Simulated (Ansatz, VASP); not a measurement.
# SrTiO3 in VASP and in Ansatz

```
CELL_PARAMETERS angstrom
3.90723 0.00000 0.00000
0.00000 3.90723 0.00000
0.00000 0.00000 3.90723
ATOMIC_POSITIONS crystal
Sr 0.50000 0.50000 0.50000
Ti 0.00000 0.00000 0.00000
O 0.50000 0.00000 0.00000
O 0.00000 0.50000 0.00000
O 0.00000 0.00000 0.50000
```

Alike in both runs: task single point; functional PBE; k mesh 8 × 8 × 8; occupations gaussian, width 0.02 eV; no spin polarisation; Hubbard terms Ti d U = 4.0 eV.

```csv
,VASP,Ansatz
version,VASP 6.6.1,Ansatz 0.2.0
potentials or method,"VASP PAW PBE potentials, release 64 (Sr_sv, Ti_sv, O), cutoff 520 eV","scalar-relativistic, plane waves, PAW"
valence electrons in the cell,40,40
```

|  | VASP | Ansatz | Ansatz less VASP |
| --- | --- | --- | --- |
| gap on the k mesh at the Fermi level (eV) | 2.38 | 2.37 | -0.007 |
| least direct gap on the mesh (eV) | 2.80 | 2.78 | -0.014 |
| pressure (GPa) | 8.5 | 5.5 | -2.98 |

The programs project onto different local orbitals, so the same U acts differently, and such runs can settle in different states.
